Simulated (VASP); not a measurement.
Here is a VASP 6.6.1 calculation.

The input INCAR:

```
SYSTEM = CdF2
PREC     = Accurate       ! precision mode
ENCUT    = 520            ! plane-wave cutoff, eV
EDIFF    = 1E-6           ! SCF threshold, eV
ISMEAR   = 0              ! smearing method
SIGMA    = 0.05           ! smearing width, eV
LREAL    = .FALSE.        ! projectors in reciprocal space
LASPH    = .TRUE.         ! aspherical terms in the spheres
NELM     = 100            ! most SCF steps
ALGO     = Normal         ! electronic algorithm
ISIF     = 2              ! what is computed and relaxed
LWAVE    = .FALSE.        ! write WAVECAR
LCHARG   = .TRUE.         ! write CHGCAR
GGA      = PS             ! functional
LELF     = .TRUE.         ! ELF
LVHAR    = .TRUE.       
NBANDS   = 20             ! bands
```

File KPOINTS:

```
regular mesh
0
G
  8 8 8
  0 0 0
```

POSCAR

```
CdF2
1.0
    0.0000000000      2.5742746983      2.4731057027
    2.5742746983      0.0000000000      2.4731057027
    2.5742746983      2.5742746983      0.0000000000
Cd F
1 2
Direct
    0.0000000000      0.0000000000      0.0000000000
    0.2500000000      0.2500000000      0.2500000000
    0.7500000000      0.7500000000      0.7500000000
```

Potentials or basis: VASP PAW PBE potentials, release 64 (Cd, F).

Launch:

```bash
$ cat potpaw_PBE.64/Cd/POTCAR potpaw_PBE.64/F/POTCAR > POTCAR
$ mpirun -np 1 vasp_std > vasp.out
```

Question: Predict the pressure.

Answer: 30.9 GPa.

Question: What does it give for the band gap on the k mesh?

Answer: 3.47 eV (least direct gap 3.66 eV).

Stress tensor (GPa, compression positive):
```
29.30  0.00  0.00
 0.00 29.30  0.00
 0.00  0.00 34.13
```

Caveat: the cell stands under pressure; the PAW data sets were made with another functional, which shifts forces and pressure a little. As with any semilocal functional, this PBEsol gap is likely too small.
